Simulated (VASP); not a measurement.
## Mo: single point with PBE

Crystal: Mo.

```
Mo
1.0
     3.19221    0.00000    0.00000
     0.00000    3.19221    0.00000
     0.00000    0.00000    3.03418
Mo
2
Direct
  0.00000 0.00000 0.00000
  0.50000 0.50000 0.50000
```

This cell differs from its parent crystal: uniaxial strain along c: -4.0 %.

```json
{"Program": "VASP 6.6.1", "Task": "single point", "Functional": "PBE", "Potentials or basis": "VASP PAW PBE potentials, release 64 (Mo_sv)", "Cutoff": "520 eV", "k mesh": "16 × 16 × 16", "Occupations": "gaussian, width 0.1 eV", "Spin": "no spin polarisation"}
```

The pressure is 6.7 GPa and the band gap on the k mesh is zero (bands 14 and 15 overlap by 2.63 eV).

Stress tensor (GPa, compression positive):
```
 1.31  0.00  0.00
 0.00  1.31  0.00
 0.00  0.00 17.36
```

Levels at points of the mesh, in eV from the Fermi level:
```tsv
k point	band 11	band 12	band 13	band 14	band 15	band 16	band 17	band 18
(0.00, 0.00, 0.00)	-5.48	-1.79	-1.17	-1.17	1.24	2.03	3.97	3.97
(0.50, 0.00, 0.00)	-2.81	-2.81	-0.74	-0.74	-0.31	-0.31	0.98	0.98
(0.50, 0.50, 0.00)	-3.03	-3.03	1.18	1.18	1.38	1.38	2.09	2.09
(0.00, 0.00, 0.50)	-2.61	-2.61	-0.89	-0.89	-0.89	-0.89	0.68	0.68
(0.50, 0.00, 0.50)	-3.67	-3.67	1.74	1.74	1.80	1.80	2.68	2.68
(0.50, 0.50, 0.50)	-2.78	-2.78	-2.46	-2.46	2.27	2.27	2.65	2.65
```

Run time: 2.1 min on 1 thread of Intel(R) Xeon(R) 6975P-C (Granite Rapids), with other jobs on the host, peak memory 0.3 GiB.

Caveat: the cell differs from its parent crystal (uniaxial strain along c: -4.0 %); the cell stands under pressure.
